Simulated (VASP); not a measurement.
Runs of VASP 6.6.1 on Al. The structure is that of space group Fm-3m (No. 225), or close to it. The cells are those of the table. 

```tsv
task	level	cell	k mesh	gap on the mesh (eV)	pressure (GPa)
single point	r2SCAN	a = 2.822 Å, angles 60.0°, 1 atom	18 × 18 × 18	none	-0.3
electric field gradients	r2SCAN	a = 2.864 Å, angles 60.0°, 1 atom	18 × 18 × 18	none	-3.9
single point	PBE	a = 2.864 Å, angles 60.0°, 1 atom	8 × 8 × 8	none	-0.4
electric field gradients	r2SCAN	a = 2.822 Å, angles 60.0°, 1 atom	18 × 18 × 18	none	-0.3
single point	r2SCAN	a = 2.859 Å, angles 60.0°, 1 atom	18 × 18 × 18	none	-3.6
single point	r2SCAN	a = 2.784 Å, angles 60.0°, 1 atom	18 × 18 × 18	none	(a)
single point	r2SCAN	a = 2.803 Å, angles 60.0°, 1 atom	18 × 18 × 18	none	1.6
single point	r2SCAN	a = 2.841 Å, angles 60.0°, 1 atom	18 × 18 × 18	none	(b)
single point	PBE	a = 2.860 Å, angles 60.0°, 1 atom	8 × 8 × 8	none	-0.1
single point	r2SCAN	a = 2.860 Å, angles 60.0°, 1 atom	18 × 18 × 18	none	-3.6
single point	r2SCAN	a = 2.839 Å, angles 60.0°, 1 atom	18 × 18 × 18	none	-1.8
```

Alike in all rows: potentials or basis VASP PAW PBE potentials, release 64 (Al); no spin polarisation; cutoff (eV) 520; smearing gaussian 0.05 eV.

Problem. Fill in the values left out.

Solution. (a) 3.8; (b) -2.0.

Caveats: the PAW data sets were made with another functional, which shifts forces and pressure a little (some runs).

A gap of «none» marks levels without a gap at the run's occupations.
